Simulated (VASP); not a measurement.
## Br: single point with PBEsol

The system is Br.

```
Br
1.0
     3.56944   -2.01509    0.41907
     3.56944    2.01509    0.41907
    -1.00959    0.00000    8.46973
Br
4
Direct
  0.84602 0.65381 0.12010
  0.34619 0.15398 0.37990
  0.15398 0.34619 0.87990
  0.65381 0.84602 0.62010
```

```yaml
Program: VASP 6.6.1
Task: single point
Functional: PBEsol
Potentials_or_basis: VASP PAW PBE potentials, release 64 (Br)
Cutoff: 520 eV
k_mesh: 8 × 8 × 4
Occupations: gaussian, width 0.02 eV
Spin: no spin polarisation
```

```json
{
  "Pressure": "0.0 GPa",
  "Largest force": "0.013 eV/Å",
  "Band gap on the k mesh": "1.21 eV, indirect (least direct gap 1.28 eV)"
}
```

Forces on the atoms (eV/Å):
```
Br   0.000  0.010  0.008
Br   0.000  0.010 -0.008
Br   0.000 -0.010 -0.008
Br   0.000 -0.010  0.008
```

Levels at points of the mesh, in eV from the valence-band top:
```tsv
k point	band 10	band 11	band 12	band 13	band 14	band 15	band 16	band 17	band 18	band 19
(0.00, 0.00, 0.00)	-1.58	-1.56	-0.71	-0.66	0.00	1.28	2.28	5.51	6.48	6.48
(0.50, 0.00, 0.00)	-2.18	-1.72	-1.72	-0.84	-0.83	2.49	2.49	6.52	6.53	8.72
(0.50, 0.50, 0.00)	-2.18	-2.05	-1.67	-0.81	-0.29	1.24	2.13	6.42	7.62	7.87
(0.00, 0.00, 0.50)	-1.89	-1.16	-1.16	-0.27	-0.27	1.54	1.54	6.15	6.15	7.48
(0.50, 0.00, 0.50)	-2.27	-0.96	-0.95	-0.09	-0.08	1.66	1.66	6.95	6.96	7.90
(0.50, 0.50, 0.50)	-2.08	-1.31	-1.31	-1.06	-1.06	1.48	1.48	7.60	7.60	8.67
```

Run time: 4.9 min on 1 thread of Oxide Virtual Turin-like Processor, with other jobs on the host, peak memory 0.29 GiB.

Caveat: the PAW data sets were made with another functional, which shifts forces and pressure a little. A k mesh can miss the band edges.
